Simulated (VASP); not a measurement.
Crystal: TaN.

```
Ta N
1.0
     2.87802    0.00000    0.00000
    -1.43901    2.49244    0.00000
     0.00000    0.00000    2.82415
Ta N
1 1
Direct
  0.33333 0.66667 0.50000
  0.00000 0.00000 0.00000
```

- Program: VASP 6.6.1
- Task: relaxation of cell and atoms
- Functional: LDA
- Potentials or basis: VASP PAW LDA potentials, release 64 (Ta_pv, N)
- Cutoff: 600 eV
- k mesh: 10 × 10 × 9
- Occupations: fermi-dirac, width 0.02 eV
- Spin: no spin polarisation

At the start: pressure 14.2 GPa; volume 10.13 Å³/atom.

Task: How do energy, volume and symmetry change on relaxing?

Result: Over 9 steps the energy falls by 15.3 meV/atom and the volume is 10.49 Å³/atom (+3.5 %); space group P-6m2 (No. 187, to 0.05 Å).

Step by step:
```csv
step,energy change (eV),largest force (eV/Å),pressure (GPa),volume (Å³)
1,0.0000,0.0000,14.20,20.26
2,0.1705,0.0000,-28.98,23.01
3,-0.0305,0.0000,-0.45,21.00
4,-0.0306,0.0000,-0.06,20.97
5,-0.0305,0.0000,0.22,20.96
6,-0.0306,0.0000,0.17,20.96
7,-0.0306,0.0000,0.21,20.96
8,-0.0306,0.0000,-0.36,20.99
9,-0.0306,0.0000,-0.02,20.97
```

Final structure:
```cif
data_structure
_symmetry_space_group_name_H-M 'P 1'
_symmetry_Int_Tables_number 1
_cell_length_a 2.9117
_cell_length_b 2.9117
_cell_length_c 2.8562
_cell_angle_alpha 90.000
_cell_angle_beta 90.000
_cell_angle_gamma 120.000
_cell_volume 20.97
loop_
_atom_site_label
_atom_site_type_symbol
_atom_site_fract_x
_atom_site_fract_y
_atom_site_fract_z
_atom_site_occupancy
Ta1 Ta 0.33333 0.66667 0.50000 1
N1 N 0.00000 0.00000 0.00000 1
```
